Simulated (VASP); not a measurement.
TiGe:

```
Ti Ge
1.0
     0.00000    3.27788    3.27788
     3.27788    0.00000    3.27788
     3.27788    3.27788    0.00000
Ti Ge
2 2
Direct
  0.75000 0.75000 0.75000
  0.50000 0.50000 0.50000
  0.25000 0.25000 0.25000
  0.00000 0.00000 0.00000
```

The cell was generated, and may not be a known phase.

* Program: VASP 6.6.1
* Task: relaxation of cell and atoms
* Functional: PBE
* Potentials or basis: VASP PAW PBE potentials, release 64 (Ti_sv, Ge_d)
* Cutoff: 600 eV
* k mesh: 4 × 4 × 4
* Occupations: gaussian, width 0.1 eV
* Spin: no spin polarisation

At the start: pressure -4.4 GPa; volume 17.61 Å³/atom.

Problem. How do energy, volume and symmetry change on relaxing?

Solution. Over 3 steps the energy falls by 12.7 meV/atom and the volume is 16.72 Å³/atom (-5.1 %); space group Fd-3m (No. 227, to 0.1 Å) before and after.

Step by step:
```csv
step,energy change (eV),largest force (eV/Å),pressure (GPa),volume (Å³)
1,0.0000,0.0000,-4.36,70.44
2,-0.0443,0.0000,1.73,65.67
3,-0.0508,0.0000,0.01,66.86
```

Final structure:
```yaml
crystal:
  lattice:
    - [0.00000, 3.22141, 3.22141]
    - [3.22141, 0.00000, 3.22141]
    - [3.22141, 3.22141, 0.00000]
  atoms:
    - { symbol: Ti, position: [0.75000, 0.75000, 0.75000] }
    - { symbol: Ti, position: [0.50000, 0.50000, 0.50000] }
    - { symbol: Ge, position: [0.25000, 0.25000, 0.25000] }
    - { symbol: Ge, position: [0.00000, 0.00000, 0.00000] }
```

Caveat: the k points lie up to 0.42 Å⁻¹ apart in the final cell, too coarse for converged energies and pressures of a metal.
